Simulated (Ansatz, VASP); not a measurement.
# AlAs3: VASP beside Ansatz

```
CELL_PARAMETERS angstrom
5.95379 0.00000 0.00000
-2.97689 5.15613 0.00000
0.00000 0.00000 5.02039
ATOMIC_POSITIONS crystal
Al 0.33333 0.66667 0.25000
Al 0.66667 0.33333 0.75000
As 0.81853 0.63705 0.25000
As 0.18147 0.81853 0.75000
As 0.36295 0.18147 0.25000
As 0.18147 0.36295 0.75000
As 0.81853 0.18147 0.25000
As 0.63705 0.81853 0.75000
```

Alike in both runs: functional PBE; k mesh 6 × 6 × 8; occupations gaussian, width 0.1 eV; no spin polarisation.

Ansatz relaxed the structure, and its values are those at the end. VASP's run is a single point on that final structure, the one shown.

|  | VASP | Ansatz |
| --- | --- | --- |
| version | VASP 6.6.1 | Ansatz 0.2.0 |
| potentials or method | VASP PAW PBE potentials, release 64 (Al, As), cutoff 520 eV | scalar-relativistic, plane waves, PAW |
| valence electrons in the cell | 36 | 96 |

VASP gave:

| Quantity | Value |
| --- | --- |
| gap on the k mesh at the Fermi level (eV) | none |
| pressure (GPa) | 0.1 |
| rms of the force components (eV/Å) | 0.011 |

Question: Estimate Ansatz's values.

Answer: gap on the k mesh at the Fermi level (eV): none; pressure (GPa): 0.0; rms of the force components (eV/Å): 0.000.

A gap of «none» marks a metal or a gap that the smearing closes. VASP's potentials hold 36 valence electrons a cell and Ansatz's 96, so a difference there can come from the potentials and not from the codes.
